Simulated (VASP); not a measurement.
Crystal: SiSe2.

```xyz
6
Lattice="-3.8360 6.4364 3.0168 3.8360 -6.4364 3.0168 3.8360 6.4364 -3.0168" Properties=species:S:1:pos:R:3 pbc="T T T"
Si    0.0000    0.0000    1.5084
Si    0.0000    0.0000    4.5252
Se    6.4292    1.2311    0.0000
Se   -2.5932    5.2053    3.0168
Se    1.2429    1.2311    3.0168
Se    2.5932    5.2053    0.0000
```

```yaml
Program: VASP 6.6.1
Task: relaxation of shape and atoms at fixed volume
Functional: BLYP
Potentials_or_basis: VASP PAW PBE potentials, release 64 (Si, Se)
Cutoff: 500 eV
k_mesh: 6 × 6 × 6
Occupations: gaussian, width 0.05 eV
Spin: no spin polarisation
```

At the start: pressure 0.8 GPa; volume 49.66 Å³/atom.

Task: How do energy, volume and symmetry change on relaxing?

Result: Over 6 steps the energy falls by 2.8 meV/atom; space group Ibam (No. 72, to 0.1 Å) before and after.

The path:
```csv
step,energy change (eV),largest force (eV/Å),pressure (GPa),volume (Å³)
1,0.0000,0.3414,0.80,297.94
2,-0.0147,0.0864,0.31,297.94
3,-0.0159,0.0159,0.12,297.94
4,-0.0159,0.0095,0.13,297.94
5,-0.0164,0.0029,0.11,297.94
6,-0.0165,0.0039,0.09,297.94
```

Final structure:
```yaml
crystal:
  lattice:
    - [-3.82229, 6.41907, 3.03580]
    - [3.82229, -6.41907, 3.03580]
    - [3.82229, 6.41907, -3.03580]
  atoms:
    - { symbol: Si, position: [0.25000, 0.25000, 0.00000] }
    - { symbol: Si, position: [0.75000, 0.75000, 0.00000] }
    - { symbol: Se, position: [0.09691, 0.83594, 0.93285] }
    - { symbol: Se, position: [0.90309, 0.16406, 0.06715] }
    - { symbol: Se, position: [0.59691, 0.66406, 0.26097] }
    - { symbol: Se, position: [0.40309, 0.33594, 0.73903] }
```

Where two steps share one volume, the run began anew on that cell with a basis built for it.

Caveat: the PAW data sets were made with another functional, which shifts forces and pressure a little; this functional lacks dispersion, which binds layers or chains, so the pressure and a relaxed spacing across them are unreliable.
